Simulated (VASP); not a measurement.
**Co: single point with PBE+U**

Crystal: Co.

```
Co
1.0
     0.00000    3.58900    3.58900
     1.79450    0.00000    1.79450
     1.79450    1.79450    0.00000
Co
2
Direct
  0.00000 0.00000 0.00000
  0.50000 0.00000 0.00000
```

```json
{
 "Program": "VASP 6.6.1",
 "Task": "single point",
 "Functional": "PBE",
 "Potentials or basis": "VASP PAW PBE potentials, release 64 (Co)",
 "Cutoff": "600 eV",
 "k mesh": "6 × 12 × 12",
 "Occupations": "fermi-dirac, width 0.05 eV",
 "Spin": "collinear spin",
 "Starting moments": "[0.0, 3.0] μB",
 "Hubbard terms": "Co d U = 2.7 eV"
}
```

| Item | Value |
| --- | --- |
| Pressure | -5.9 GPa |
| Net moment | 3.56 μB per cell |
| Site moments | Co +1.84 μB |
| Valence electrons inside the program's atomic spheres | Co 8.20 |

Levels at points of the mesh, in eV from the Fermi level:
Spin up:
```tsv
k point	band 9	band 10	band 11	band 12	band 13	band 14
(0.00, 0.00, 0.00)	-2.99	-1.82	-1.82	-0.21	5.25	21.15
(0.50, 0.00, 0.00)	-2.59	-2.59	-2.58	-2.58	13.62	13.62
(0.00, 0.50, 0.00)	-1.41	-1.41	-0.21	2.45	5.25	8.35
(0.50, 0.50, 0.00)	-1.71	-1.70	1.80	1.80	8.00	8.01
```
Spin down:
```tsv
k point	band 5	band 6	band 7	band 8	band 9	band 10
(0.00, 0.00, 0.00)	-1.52	-0.89	-0.89	-0.35	1.56	1.56
(0.50, 0.00, 0.00)	-1.08	-1.08	-1.07	-1.07	1.41	1.41
(0.00, 0.50, 0.00)	-0.89	-0.35	0.73	0.73	1.64	1.64
(0.50, 0.50, 0.00)	-1.21	-1.20	-0.05	-0.04	1.84	1.85
```

Eigenvalues of the final occupation matrices:
| site | spin | trace | eigenvalues |
| --- | --- | --- | --- |
| site 1 d | 1 | 4.61 | 0.91 0.91 0.91 0.93 0.93 |
| site 1 d | 2 | 2.69 | 0.26 0.26 0.72 0.72 0.73 |
| site 2 d | 1 | 4.61 | 0.91 0.91 0.91 0.93 0.93 |
| site 2 d | 2 | 2.69 | 0.26 0.26 0.72 0.73 0.73 |

It took 5.6 min on 1 thread of Intel Xeon 8259CL, with other jobs on the host, peak memory 0.22 GiB.

Caveat: the U is typed as a test and isn't derived for this compound.
